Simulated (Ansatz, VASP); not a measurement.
## PbS in VASP and in Ansatz

File INCAR:

```
ALGO = Normal
EDIFF = 1E-7
ENCUT = 520
GGA = PS
ISIF = 2
ISMEAR = 0
LASPH = True
LCHARG = True
LELF = True
LREAL = False
LVHAR = True
LWAVE = False
NBANDS = 17
NELM = 100
PREC = Accurate
SIGMA = 0.05
```

The input KPOINTS:

```
k-points
0
Gamma
  10 10 10
```

The input POSCAR:

```
PbS
1.0
    0.0000000000      2.9942052500      2.9942052500
    2.9942052500      0.0000000000      2.9942052500
    2.9942052500      2.9942052500      0.0000000000
Pb S
1 1
Direct
    0.0000000000      0.0000000000      0.0000000000
    0.5000000000      0.5000000000      0.5000000000
```

Input for Ansatz:

```yaml
crystal:
  lattice:
    - [0.0, 2.99420525, 2.99420525]
    - [2.99420525, 0.0, 2.99420525]
    - [2.99420525, 2.99420525, 0.0]
  atoms:
    - { symbol: Pb, position: [0.0, 0.0, 0.0] }
    - { symbol: S, position: [0.5, 0.5, 0.5] }
basis:
  ecutwfc: 420
kpoints:
  mp_grid: { grid: [10, 10, 10] }
hamiltonian:
  xc: pbesol
scf:
  occupations: { method: gaussian, width: 0.05 }
output:
  forces: true
  stress: true
  eigenvalues: true
```

Alike in both runs: task single point; functional PBEsol; k mesh 10 × 10 × 10; occupations gaussian, width 0.05 eV; no spin polarisation.

```csv
,VASP,Ansatz
version,VASP 6.6.1,Ansatz 0.2.0
potentials or method,"VASP PAW PBE potentials, release 64 (Pb_d, S), cutoff 520 eV","scalar-relativistic, plane waves, PAW"
valence electrons in the cell,20,20
```

|  | VASP | Ansatz | Ansatz less VASP |
| --- | --- | --- | --- |
| gap on the k mesh at the Fermi level (eV) | 0.36 | 0.35 | -0.006 |
| least direct gap on the mesh (eV) | 0.36 | 0.35 | -0.006 |
| pressure (GPa) | -2.4 | -2.4 | +0.04 |

VASP's potentials were made for PBE, not for PBEsol.

Neither program's run includes spin-orbit coupling.
